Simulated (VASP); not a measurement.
MoS2, 6 atoms in the cell. It takes space group P6_3/mmc (No. 194, hexagonal). Conventional cell: a = 3.115 Å, b = 3.115 Å, c = 11.617 Å, α = 90.00°, β = 90.00°, γ = 120.00°. Within 3.2 Å of Mo (site symmetry -6m2) lie 6 S at 2.39 Å and 6 Mo at 3.11 Å. Within 3.3 Å of S (site symmetry 3m) lie 3 Mo at 2.39 Å and 10 S at 3.11 to 3.22 Å. 

| Item | Value |
| --- | --- |
| Program | VASP 6.6.1 |
| Task | single point |
| Functional | PBE |
| Dispersion | D3(BJ) |
| Potentials or basis | VASP PAW PBE potentials, release 64 (Mo_sv, S) |
| Cutoff | 520 eV |
| k mesh | 12 × 12 × 4 |
| Occupations | gaussian, width 0.02 eV |
| Spin | no spin polarisation |
| Dipole correction | no |
| Further INCAR settings | ALGO = Normal; EDIFF = 1e-07; NBANDS = 35 |

Potentials or basis: VASP PAW PBE potentials, release 64 (Mo_sv, S).

The run is started by

```sh
$ cat potpaw_PBE.64/Mo_sv/POTCAR potpaw_PBE.64/S/POTCAR > POTCAR
$ mpirun -np 1 vasp_std > vasp.out
```

Hardware: 1 thread of AMD EPYC 9R45 96-Core Processor (Zen 5), with other jobs on the host.

Q: How long does it take, and how much memory?

A: It took 2.1 min on 1 thread of AMD EPYC 9R45 96-Core Processor (Zen 5) (shared host), peak memory 0.28 GiB. Counts: scf iterations 17, k points 57.
